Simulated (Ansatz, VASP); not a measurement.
## Two plane-wave programs on Cu

```xyz
1
Lattice="-1.4661 1.4661 1.3211 1.4661 -1.4661 1.3211 1.4661 1.4661 -1.3211" Properties=species:S:1:pos:R:3 pbc="T T T"
Cu    0.0000    0.0000    0.0000
```

Alike in both runs: task single point; functional PBE; k mesh 24 × 24 × 24; occupations gaussian, width 0.15 eV; no spin polarisation.

|  | VASP | Ansatz |
| --- | --- | --- |
| version | VASP 6.6.1 | Ansatz 0.2.0 |
| potentials or method | VASP PAW PBE potentials, release 64 (Cu), cutoff 520 eV | scalar-relativistic, plane waves, PAW |
| valence electrons in the cell | 11 | 19 |

|  | VASP | Ansatz | Ansatz less VASP |
| --- | --- | --- | --- |
| gap on the k mesh at the Fermi level (eV) | none | none | - |
| pressure (GPa) | 9.7 | 9.0 | -0.68 |
| traceless stress, the component that is largest in VASP (GPa) | 1.01 | 0.97 | -0.037 |

A gap of «none» marks a metal or a gap that the smearing closes. The functional is the same, so the differences come from potentials, cutoffs and numerics. VASP's potentials hold 11 valence electrons a cell and Ansatz's 19, so a difference there can come from the potentials and not from the codes.
